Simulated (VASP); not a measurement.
Write the native input for VASP 6.6.1 that does the following.

```
Task                   : single point
Functional             : r2SCAN
Potentials or basis    : VASP PAW PBE potentials, release 64 (Ir)
Cutoff                 : 520 eV
k mesh                 : 24 × 24 × 24
Occupations            : gaussian, width 0.15 eV
Spin                   : no spin polarisation
Dipole correction      : no
Further INCAR settings : ALGO = Normal; EDIFF = 1e-06; NBANDS = 10
```

The system is Ir.

```
Ir
1.0
     0.00000    2.08546    1.62666
     2.08546    0.00000    1.62666
     2.08546    2.08546    0.00000
Ir
1
Direct
  0.00000 0.00000 0.00000
```

This cell differs from its parent crystal: ratio of the length along z to the lengths across it x 0.78, volume and fractional coordinates fixed.

The input as run:

POSCAR

```
Ir
1.0
    0.0000000000      2.0854598384      1.6266586740
    2.0854598384      0.0000000000      1.6266586740
    2.0854598384      2.0854598384      0.0000000000
Ir
1
Direct
    0.0000000000      0.0000000000      0.0000000000
```

INCAR.step1

```
PREC = Accurate
ENCUT = 520
ISMEAR = 0
SIGMA = 0.15
LREAL = False
LASPH = True
NELM = 100
NBANDS = 10
GGA = PE
ALGO = Normal
EDIFF = 1E-4
LWAVE = True
LCHARG = False
```

INCAR.step2

```
PREC = Accurate
ENCUT = 520
EDIFF = 1E-6
ISMEAR = 0
SIGMA = 0.15
LREAL = False
LASPH = True
NELM = 100
ALGO = Normal
ISIF = 2
LWAVE = False
LCHARG = True
METAGGA = R2SCAN
LMIXTAU = True
LELF = True
LVHAR = True
NBANDS = 10
ISTART = 1
```

KPOINTS

```
regular mesh
0
Gamma
  24 24 24
```

Potentials or basis: VASP PAW PBE potentials, release 64 (Ir).

Command:

```bash
$ cat potpaw_PBE.64/Ir/POTCAR > POTCAR
$ cp INCAR.step1 INCAR
$ mpirun -np 1 vasp_std > vasp.out
$ cp INCAR.step2 INCAR
$ mpirun -np 1 vasp_std > vasp.out
```

It gave:

The pressure is 13.9 GPa and the band gap on the k mesh is zero (an odd number of electrons rules out a gap without spin polarisation).

Caveat: the cell stands under pressure; the PAW data sets were made with another functional, which shifts forces and pressure a little; spin-orbit coupling is left out, which moves the levels of the heavy elements.

It took 5.4 min on 1 thread of Intel(R) Xeon(R) Platinum 8559C (Emerald Rapids), with other jobs on the host, peak memory 0.28 GiB.
